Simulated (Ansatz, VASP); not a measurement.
## Sc in VASP and in Ansatz

```xyz
1
Lattice="0.0000 2.2780 2.2780 2.2780 0.0000 2.2780 2.2780 2.2780 0.0000" Properties=species:S:1:pos:R:3 pbc="T T T"
Sc    0.0000    0.0000    0.0000
```

Change from the starting cell: volume scaled by 1.01, crystal datasets.

Alike in both runs: task electric field gradients; functional PBEsol; k mesh 12 × 12 × 12; occupations fermi-dirac, width 0.03 eV; no spin polarisation.

|  | VASP | Ansatz |
| --- | --- | --- |
| version | VASP 6.6.1 | Ansatz 0.2.0 |
| potentials or method | VASP PAW PBE potentials, release 64 (Sc_sv), cutoff 520 eV | all-electron PAW with datasets made for the crystal, scalar-relativistic |

```tsv
	VASP	Ansatz	Ansatz less VASP
pressure (GPa)	-0.1	-0.1	0.00
```

VASP's potentials were made for PBE, not for PBEsol. Ansatz ran all-electron here, and VASP with PAW potentials.
